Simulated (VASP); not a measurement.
The system is NbB2P3.

```
CELL_PARAMETERS angstrom
5.25992 0.00000 0.00000
-2.62996 4.55523 0.00000
0.00000 0.00000 2.95240
ATOMIC_POSITIONS crystal
Nb 0.00000 0.00000 0.00000
B 0.33333 0.66667 0.00000
B 0.66667 0.33333 0.00000
P 0.50000 0.00000 0.50000
P 0.50000 0.50000 0.50000
P 0.00000 0.50000 0.50000
```

The cell was generated, and may not be a known phase.

```yaml
Program: VASP 6.6.1
Task: relaxation of cell and atoms
Functional: PBE
Potentials_or_basis: VASP PAW PBE potentials, release 64 (Nb_sv, B, P)
Cutoff: 600 eV
k_mesh: 12 × 12 × 12
Occupations: gaussian, width 0.1 eV
Spin: no spin polarisation
```

At the start: pressure -0.1 GPa; volume 11.79 Å³/atom.

Q: How do energy, volume and symmetry change on relaxing?

A: Over 6 steps the energy falls by 2.9 meV/atom and the volume is 11.87 Å³/atom (+0.7 %); space group P6/mmm (No. 191, to 0.1 Å) before and after.

Step by step:
```csv
step,energy change (eV),largest force (eV/Å),pressure (GPa),volume (Å³)
1,0.0000,0.0000,-0.06,70.74
2,-0.0148,0.0000,0.81,70.69
3,-0.0157,0.0000,1.12,70.67
4,-0.0169,0.0000,-0.55,71.56
5,-0.0176,0.0000,0.07,71.22
6,-0.0176,0.0000,-0.01,71.23
```

Final structure:
```xyz
6
Lattice="5.3146 0.0000 0.0000 -2.6573 4.6026 0.0000 0.0000 0.0000 2.9120" Properties=species:S:1:pos:R:3 pbc="T T T"
Nb    2.6573    4.6026    2.9120
B     0.0000    3.0684    0.0000
B     2.6573    1.5342    2.9120
P     0.0000    4.6026    1.4560
P     1.3287    2.3013    1.4560
P     3.9860    2.3013    1.4560
```
